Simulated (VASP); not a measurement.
# Zn12NF3 in VASP: single point with PBE+D3(BJ)

Aim: the single point of Zn12NF3 with PBE+D3(BJ).

Program: VASP 6.6.1. These are calculated values, not measurements. Logs are shortened: lines on timing, memory, paths and dates and some standing lists are left out, and cuts for length are marked.

### Step 1. The cell of the first run

The cell holds a slab with vacuum, 16 atoms: a = 5.236 Å, b = 4.804 Å, c = 25.441 Å, α = 90.00°, β = 90.00°, γ = 90.00°.

### Step 2. Single point, PBE+D3(BJ)

The input, INCAR:

```
SYSTEM = Zn12NF3
PREC = Accurate ; ENCUT = 520
EDIFF = 1E-6 ; ISMEAR = 0
SIGMA = 0.1 ; LREAL = Auto
LASPH = .TRUE. ; NELM = 100
ALGO = Normal ; ISIF = 2
LWAVE = .FALSE. ; LCHARG = .FALSE.
LDIPOL = .TRUE. ; IDIPOL = 3
DIPOL = 0.5 0.5 0.484 ; GGA = PE
IVDW = 12 ; NBANDS = 99
```

The input, KPOINTS:

```
regular mesh
0
G
  4 4 1
  0 0 0
```

The input, POSCAR:

```
Zn12NF3
1.0
    5.2355063852      0.0000000000      0.0000000000
    0.0000000000      4.8035762428      0.0000000000
    0.0000000000      0.0000000000     25.4410617865
Zn F N
12 3 1
Direct
    0.5000000000      0.7500000000      0.3144522845
    0.0000000000      0.7500000000      0.3144522845
    0.7500000000      0.2500000000      0.3441554573
    0.2500000000      0.2500000000      0.3441554573
    0.7500000000      0.7500000000      0.4035618030
    0.2500000000      0.7500000000      0.4035618030
    0.0002352610      0.2500400648      0.4335814823
    0.5003415973      0.2494500887      0.4338666066
    0.0005912144      0.8513072455      0.5163700999
    0.5010638683      0.8491206105      0.5152557275
    0.2501689110      0.3646019295      0.5223222431
    0.7514256820      0.3627560314      0.5223838173
    0.4693639631     -0.0785201024      0.6552988793
    0.0859762472      0.0838581265      0.6673593167
    0.4132752344      0.2984973949      0.7009835246
    0.3328662515      0.1726515357      0.6542747463
```

Potentials or basis: VASP PAW PBE potentials, release 64 (Zn, F, N).

On the command line:

```bash
$ cat potpaw_PBE.64/Zn/POTCAR potpaw_PBE.64/F/POTCAR potpaw_PBE.64/N/POTCAR > POTCAR
$ mpirun -np 1 vasp_std > vasp.out
```

OUTCAR:

```text
SYSTEM = Zn12NF3
   PREC = Accurate
   ENCUT = 520
   EDIFF = 1E-6
   ISMEAR = 0
   LREAL = Auto
   LASPH = .TRUE.
   NELM = 100
   ISIF = 2
   GGA = PE
   IVDW = 12
 IVDW          = 12

 ion  position               nearest neighbor table
   1  0.500  0.750  0.314-   2 2.62   2 2.62   6 2.62   5 2.62   4 2.84   3 2.84   4 2.84   3 2.84

   2  0.000  0.750  0.314-   1 2.62   1 2.62   6 2.62   5 2.62   4 2.84   3 2.84   4 2.84   3 2.84

   3  0.750  0.250  0.344-   4 2.62   4 2.62   7 2.63   8 2.63   1 2.84   1 2.84   2 2.84   2 2.84
                             5 2.84   5 2.84
   4  0.250  0.250  0.344-   3 2.62   3 2.62   7 2.62   8 2.63   1 2.84   1 2.84   2 2.84   2 2.84
                             6 2.84   6 2.84
   5  0.750  0.750  0.404-   6 2.62   6 2.62   1 2.62   2 2.62   3 2.84   3 2.84   8 2.84   7 2.84
                             7 2.84   8 2.84
   6  0.250  0.750  0.404-   5 2.62   5 2.62   1 2.62   2 2.62   4 2.84   4 2.84   7 2.84   7 2.84
                             8 2.84   8 2.84
   7  0.000  0.250  0.434-   8 2.62   8 2.62   4 2.62   3 2.63  12 2.66  11 2.67   6 2.84   6 2.84
                             5 2.84   5 2.84   9 2.85
   8  0.500  0.249  0.434-   7 2.62   7 2.62   3 2.63   4 2.63  11 2.66  12 2.66  10 2.83   5 2.84
                             6 2.84   5 2.84   6 2.84
   9  0.001  0.851  0.516-  10 2.62  10 2.62  11 2.68  12 2.69  12 2.79  11 2.79   7 2.85
  10  0.501  0.849  0.515-   9 2.62   9 2.62  11 2.68  12 2.69  12 2.80  11 2.81   8 2.83
  11  0.250  0.365  0.522-  12 2.61  12 2.62   8 2.66   7 2.67  10 2.68   9 2.68   9 2.79  10 2.81

  12  0.751  0.363  0.522-  11 2.61  11 2.62   7 2.66   8 2.66  10 2.69   9 2.69   9 2.79  10 2.80

  13  0.469  0.921  0.655-  16 1.40
  14  0.086  0.084  0.667-  16 1.40
  15  0.413  0.298  0.701-  16 1.40
  16  0.333  0.173  0.654-  15 1.40  14 1.40  13 1.40

  LATTYP: Found a simple orthorhombic cell.
 ALAT       =     4.8035762428
 B/A-ratio  =     1.0899184525
 C/A-ratio  =     5.2962752126

  Lattice vectors:

 A1 = (   0.0000000000,  -4.8035762428,   0.0000000000)
 A2 = (   5.2355063852,   0.0000000000,   0.0000000000)
 A3 = (   0.0000000000,   0.0000000000,  25.4410617865)

Analysis of symmetry for initial positions (statically):
=====================================================================
 Subroutine PRICEL returns:
 Original cell was already a primitive cell.

 Routine SETGRP: Setting up the symmetry group for a
 simple orthorhombic supercell.

 Subroutine GETGRP returns: Found  1 space group operations
 (whereof  1 operations were pure point group operations)
 out of a pool of  8 trial point group operations.

The static configuration has the point symmetry C_1 .

Analysis of symmetry for dynamics (positions and initial velocities):
=====================================================================
 Subroutine PRICEL returns:
 Original cell was already a primitive cell.

 Routine SETGRP: Setting up the symmetry group for a
 simple orthorhombic supercell.

 Subroutine GETGRP returns: Found  1 space group operations
 (whereof  1 operations were pure point group operations)
 out of a pool of  8 trial point group operations.

The dynamic configuration has the point symmetry C_1 .

 Subroutine INISYM returns: Found  1 space group operations
 (whereof  1 operations are pure point group operations),
 and found     1 'primitive' translations

----------------------------------------------------------------------------------------

                                     Primitive cell

  volume of cell :     639.8212

  direct lattice vectors                    reciprocal lattice vectors
     5.235506385  0.000000000  0.000000000     0.191003492  0.000000000  0.000000000
     0.000000000  4.803576243  0.000000000     0.000000000  0.208178230  0.000000000
     0.000000000  0.000000000 25.441061787     0.000000000  0.000000000  0.039306536

  length of vectors
     5.235506385  4.803576243 25.441061787     0.191003492  0.208178230  0.039306536

  position of ions in fractional coordinates (direct lattice)
     0.500000000  0.750000000  0.314452284
     0.000000000  0.750000000  0.314452284
     0.750000000  0.250000000  0.344155457
     0.250000000  0.250000000  0.344155457
[... 43 lines left out ...]
     0.047750873  0.000000000  0.000000000     0.250000000  0.000000000  0.000000000
     0.000000000  0.052044558  0.000000000     0.000000000  0.250000000  0.000000000
     0.000000000  0.000000000  0.039306536     0.000000000  0.000000000  1.000000000

  Length of vectors
     0.047750873  0.052044558  0.039306536

  Shift w.r.t. Gamma in fractional coordinates (k-lattice)
     0.000000000  0.000000000  0.000000000

 Subroutine IBZKPT returns following result:
 ===========================================

 Found     10 irreducible k-points:

 Following reciprocal coordinates:
            Coordinates               Weight
  0.000000  0.000000  0.000000      1.000000
  0.250000  0.000000  0.000000      2.000000
  0.500000  0.000000  0.000000      1.000000
  0.000000  0.250000  0.000000      2.000000
  0.250000  0.250000  0.000000      2.000000
 -0.250000  0.250000  0.000000      2.000000
  0.500000  0.250000  0.000000      2.000000
  0.000000  0.500000  0.000000      1.000000
  0.250000  0.500000  0.000000      2.000000
  0.500000  0.500000  0.000000      1.000000
   k-points           NKPTS =     10   k-points in BZ     NKDIM =     10   number of bands    NBANDS=     99
   number of dos      NEDOS =    301   number of ions     NIONS =     16
   total plane-waves  NPLWV = 276480
   dimension x,y,z NGX =    40 NGY =   36 NGZ =  192
   dimension x,y,z NGXF=    80 NGYF=   72 NGZF=  384
   ions per type =              12   3   1
   NGX,Y,Z   is equivalent  to a cutoff of  12.70, 12.46, 12.55 a.u.
   NGXF,Y,Z  is equivalent  to a cutoff of  25.40, 24.92, 25.09 a.u.
 SYSTEM =  Zn12NF3
   PREC   = accura    normal or accurate (medium, high low for compatibility)
   ISTART =      0    job   : 0-new  1-cont  2-samecut
   ICHARG =      2    charge: 1-file 2-atom 10-const
   ISPIN  =      1    spin polarized calculation?
   LNONCOLLINEAR =      F non collinear calculations
   LSORBIT =      F    spin-orbit coupling
   LASPH  =      T    aspherical Exc in radial PAW
   ENCUT  =  520.0 eV  38.22 Ry    6.18 a.u.   9.73  8.93 47.30*2*pi/ulx,y,z
   NELM   =    100;   NELMIN=  2; NELMDL= -5     # of ELM steps
   EDIFF  = 0.1E-05   stopping-criterion for ELM
   LREAL  =      T    real-space projection
   EDIFFG = 0.1E-04   stopping-criterion for IOM
   NSW    =      0    number of steps for IOM
   IBRION =     -1    ionic relax: 0-MD 1-quasi-New 2-CG
   NFREE  =      0    steps in history (QN), initial steepest desc. (CG)
   ISIF   =      2    stress and relaxation
   ISYM   =      2    0-nonsym 1-usesym 2-fastsym
   POTIM  = 0.5000    time-step for ionic-motion
   TEBEG  =    0.0;   TEEND  =   0.0 temperature during run
   PSTRESS=    0.0 pullay stress
   NELECT =     170.0000    total number of electrons
   NUPDOWN=      -1.0000    fix difference up-down
   EMIN   =  10.00;   EMAX   =-10.00  energy-range for DOS
   EFERMI =   0.00;   METHOD = LEGACY
   ISMEAR =     0;   SIGMA  =   0.10  broadening in eV -4-tet -1-fermi 0-gaus
   EFERMI_NEDOS =   21; number of points for ismear=-14 and -15
   IALGO  =     38    algorithm
   IMIX   =      4    mixing-type and parameters
     AMIX     =   0.40;   BMIX     =  1.00
     AMIX_MAG =   1.60;   BMIX_MAG =  1.00
  volume/ion in A,a.u.               =      39.99       269.86
  Fermi-wavevector in a.u.,A,eV,Ry     =   1.052458  1.988858 15.070747  1.107669
  Thomas-Fermi vector in A             =   2.187542
   LORBIT       =      0    0 simple, 1 ext, 2 COOP (PROOUT), +10 PAW based schemes
   GGA     = PE    functional components
   LHFCALC =     F    Hartree Fock is set to
   AEXX    =    0.0000 exact exchange contribution
   IVDW    =    12    specifies the selected vdW correction
   LEPSILON=     F    determine dielectric tensor
   LRPA    =     F    only Hartree local field effects (RPA)
 non-spin polarized calculation
 Gauss-broadening in eV      SIGMA  =   0.10
  energy-cutoff  :      520.00
  volume of cell :      639.82
 maximum number of plane-waves:     17260
 NGX is ok and might be reduce to    40
   NGX = 19   NGY = 17   NGZ = 95

 dipolmoment           0.000000      0.000000     -0.000783 electrons x Angstroem

 number of electron     170.0000107 magnetization

 dipolmoment           0.000000      0.000000      0.011981 electrons x Angstroem

 Free energy of the ion-electron system (eV)
  ---------------------------------------------------
  ext. energy  EPLUGINS =         0.00000000
  ---------------------------------------------------
  free energy    TOTEN  =       -26.88345151 eV

  energy without entropy =      -26.86163056  energy(sigma->0) =      -26.87254103

 E-fermi :  -1.7962     XC(G=0):  -4.7376

 val. band max:       -1.8070160079   @ k =   0.5000   0.2500   0.0000
 cond. band min:      -1.6404304317   @ k =  -0.2500   0.2500   0.0000
 fundamental gap:      0.1665855762
 Fermi energy:        -1.7962168480

 k-point     1 :       0.0000    0.0000    0.0000
  band No.  band energies     occupation
      1     -31.9362      2.00000
      2     -28.7965      2.00000
      3     -28.7725      2.00000
      4     -18.3413      2.00000
      5     -13.2729      2.00000
      6     -13.2346      2.00000
[... 989 lines left out ...]
     96       3.4128      0.00000
     97       3.6429      0.00000
 [bands above 97 left out]

------------------------ aborting loop because EDIFF is reached ----------------------------------------

 vacuum level on the upper side and lower side of the slab       (xc-potential included)         0.035        -0.101

 Edisp (eV)   -3.54875

 E8    (eV) :    -1.5261

  FORCE on cell =-STRESS in cart. coord.  units (eV):
  Direction    XX          YY          ZZ          XY          YZ          ZX
  --------------------------------------------------------------------------------------
  -------------------------------------------------------------------------------------
  Total      -8.46814    -6.55761     3.42782    -0.01545     0.14576    -0.03090
  in kB     -21.20509   -16.42092     8.58360    -0.03870     0.36500    -0.07737
  external pressure =       -9.68 kB  Pullay stress =        0.00 kB

 VOLUME and BASIS-vectors are now :
 -----------------------------------------------------------------------------
  energy-cutoff  :      520.00
  volume of cell :      639.82
      direct lattice vectors                 reciprocal lattice vectors
     5.235506385  0.000000000  0.000000000     0.191003492  0.000000000  0.000000000
     0.000000000  4.803576243  0.000000000     0.000000000  0.208178230  0.000000000
     0.000000000  0.000000000 25.441061787     0.000000000  0.000000000  0.039306536

 POSITION                                       TOTAL-FORCE (eV/Angst)
 -----------------------------------------------------------------------------------
      2.61775      3.60268      8.00000         0.011978     -0.018214     -0.208249
      0.00000      3.60268      8.00000        -0.011581     -0.016768     -0.212345
      3.92663      1.20089      8.75568        -0.004710      0.015238     -0.719427
      1.30888      1.20089      8.75568         0.007301      0.016412     -0.710518
      3.92663      3.60268     10.26704         0.010971      0.006683      0.903271
      1.30888      3.60268     10.26704        -0.007649      0.008604      0.893622
[... 8 lines left out ...]
      2.16371      1.43385     17.83377         0.093365      0.168019      0.291874
      1.74272      0.82934     16.64544         0.040297      0.211596     -0.353375
 -----------------------------------------------------------------------------------
    total drift:                               -0.000060     -0.002666      0.003711

  FREE ENERGIE OF THE ION-ELECTRON SYSTEM (eV)
  ---------------------------------------------------
  free  energy   TOTEN  =       -30.4322063997 eV

  energy  without entropy=      -30.4103854451  energy(sigma->0) =      -30.42129592

 vacuum level on the upper side and lower side of the slab         2.596         2.456
```

Wall time 14 min (1 thread of AMD EPYC 9R14 (Zen 4), shared host); peak memory 0.79 GiB.

What came out:

| Property | Result |
| --- | --- |
| Free energy | -30.4322 eV |
| Largest force | 0.903 eV/Å |
| Band gap on the k mesh | zero (bands 85 and 86 overlap by 0.17 eV) |
| Dispersion energy per atom | -0.222 eV |

Forces on the atoms (eV/Å):
```
Zn   0.012 -0.018 -0.208
Zn  -0.012 -0.017 -0.212
Zn  -0.005  0.015 -0.719
Zn   0.007  0.016 -0.711
Zn   0.011  0.007  0.903
Zn  -0.008  0.009  0.894
Zn  -0.002  0.002  0.005
Zn   0.001  0.002  0.006
Zn   0.000 -0.004  0.003
Zn   0.000 -0.003  0.006
Zn   0.000 -0.005  0.010
Zn   0.000 -0.005  0.019
F    0.172 -0.285 -0.012
F   -0.311 -0.093  0.079
F    0.093  0.168  0.292
N    0.040  0.212 -0.353
```

The gap in the log of VASP goes by the Fermi energy; the results here count the filled bands.